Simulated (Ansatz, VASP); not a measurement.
## Two plane-wave programs on BiH4

```xyz
5
Lattice="-2.4495 2.4495 2.4495 2.4495 -2.4495 2.4495 2.4495 2.4495 -2.4495" Properties=species:S:1:pos:R:3 pbc="T T T"
Bi    0.0000    0.0000    0.0000
H     1.2247    1.2247    1.2247
H    -1.2247    1.2247    1.2247
H     1.2247    1.2247   -1.2247
H     1.2247   -1.2247    1.2247
```

Change from the starting cell: species swapped into the Hg4Pt type (Im-3m, No. 229).

Alike in both runs: functional PBE; k mesh 12 × 12 × 12; occupations gaussian, width 0.1 eV; no spin polarisation.

Ansatz relaxed the structure, and its values are those at the end. VASP's run is a single point on that final structure, the one shown.

|  | VASP | Ansatz |
| --- | --- | --- |
| version | VASP 6.6.1 | Ansatz 0.2.0 |
| potentials or method | VASP PAW PBE potentials, release 64 (Bi_d, H), cutoff 520 eV | scalar-relativistic, plane waves, PAW |
| valence electrons in the cell | 19 | 19 |

VASP gave:

```
gap on the k mesh at the Fermi level (eV) : none
pressure (GPa)                            : -0.1
```

Problem. Estimate Ansatz's values.

Solution. gap on the k mesh at the Fermi level (eV): none; pressure (GPa): 0.0.

A gap of «none» marks a metal or a gap that the smearing closes. With one functional, cell and mesh, what is left measures potentials, basis and numerics.

Spin-orbit coupling is off throughout.
